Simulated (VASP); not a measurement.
Input of a VASP 6.6.1 run:

Contents of INCAR:

```
ALGO     = Fast           # electronic algorithm
EDIFF    = 1E-7           # SCF threshold, eV
ENCUT    = 520            # plane-wave cutoff, eV
GGA      = PS             # functional
ISIF     = 2              # what is computed and relaxed
ISMEAR   = 0              # smearing method
LASPH    = True           # aspherical terms in the spheres
LCHARG   = False          # write CHGCAR
LREAL    = False          # projectors in reciprocal space
LWAVE    = False          # write WAVECAR
NBANDS   = 10             # bands
NELM     = 100            # most SCF steps
PREC     = Accurate       # precision mode
SIGMA    = 0.15           # smearing width, eV
```

KPOINTS

```
k-points
0
Gamma
  18 18 10
```

File POSCAR:

```
Li
1.0
    2.9865620655      0.0000000000      0.0000000000
   -1.4932810328      2.5864386187      0.0000000000
    0.0000000000      0.0000000000      5.0930000000
Li
2
Direct
    0.3333333333      0.6666666667      0.2500000000
    0.6666666667      0.3333333333      0.7500000000
```

Potentials or basis: VASP PAW PBE potentials, release 64 (Li_sv).

The run is started by

```console
$ cat potpaw_PBE.64/Li_sv/POTCAR > POTCAR
$ mpirun -np 1 vasp_std > vasp.out
```

(1) Estimate the band gap on the k mesh.

Results:

(1) zero (bands 3 and 4 overlap by 4.86 eV).

Caveat: the cell differs from its parent crystal (strain -0.040 along x and y, +0.000 along z).
